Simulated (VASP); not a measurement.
Here is a VASP 6.6.1 calculation.

The input POSCAR:

```
MgO
1.0
    3.3077869865      0.0000000000      0.0000000000
   -1.6538934933      2.8646275606      0.0000000000
    0.0000000000      0.0000000000      4.9828816700
Mg O
2 2
Direct
    0.6666666667      0.3333333333      0.5021597400
    0.3333333333      0.6666666667      0.0021597400
    0.6666666667      0.3333333333      0.9024402600
    0.3333333333      0.6666666667      0.4024402600
```

File INCAR.step1:

```
PREC     = Accurate       # precision mode
ENCUT    = 520            # plane-wave cutoff, eV
ISMEAR   = -1             # smearing method
SIGMA    = 0.05           # smearing width, eV
LREAL    = F              # projectors in reciprocal space
LASPH    = T              # aspherical terms in the spheres
NELM     = 60             # most SCF steps
NBANDS   = 16             # bands
GGA      = PE             # functional
ALGO     = Normal         # electronic algorithm
EDIFF    = 1E-4           # SCF threshold, eV
LWAVE    = T              # write WAVECAR
LCHARG   = F              # write CHGCAR
```

Contents of INCAR.step2:

```
PREC     = Accurate       # precision mode
ENCUT    = 520            # plane-wave cutoff, eV
EDIFF    = 1E-6           # SCF threshold, eV
ISMEAR   = -1             # smearing method
SIGMA    = 0.05           # smearing width, eV
LREAL    = F              # projectors in reciprocal space
LASPH    = T              # aspherical terms in the spheres
NELM     = 60             # most SCF steps
ALGO     = Normal         # electronic algorithm
ISIF     = 2              # what is computed and relaxed
LWAVE    = F              # write WAVECAR
LCHARG   = F              # write CHGCAR
METAGGA  = R2SCAN         # meta-GGA
LMIXTAU  = T            
NBANDS   = 16             # bands
ISTART   = 1
```

File KPOINTS:

```
regular mesh
0
Gamma
  9 9 6
```

Potentials or basis: VASP PAW PBE potentials, release 64 (Mg, O).

The run is started by

```console
$ cat potpaw_PBE.64/Mg/POTCAR potpaw_PBE.64/O/POTCAR > POTCAR
$ cp INCAR.step1 INCAR
$ mpirun -np 1 vasp_std > vasp.out
$ cp INCAR.step2 INCAR
$ mpirun -np 1 vasp_std > vasp.out
```

Q: What does it give for the band gap on the k mesh?

A: 4.13 eV, direct.

Q: Predict the largest force.

A: 0.028 eV/Å.

Q: Predict the pressure.

A: -1.1 GPa.

Forces in eV/Å, atoms in the order of the input:
```
Mg   0.000  0.000  0.028
Mg   0.000  0.000  0.028
O    0.000  0.000 -0.028
O    0.000  0.000 -0.028
```

Caveat: the PAW data sets were made with another functional, which shifts forces and pressure a little. A k mesh can miss the band edges.
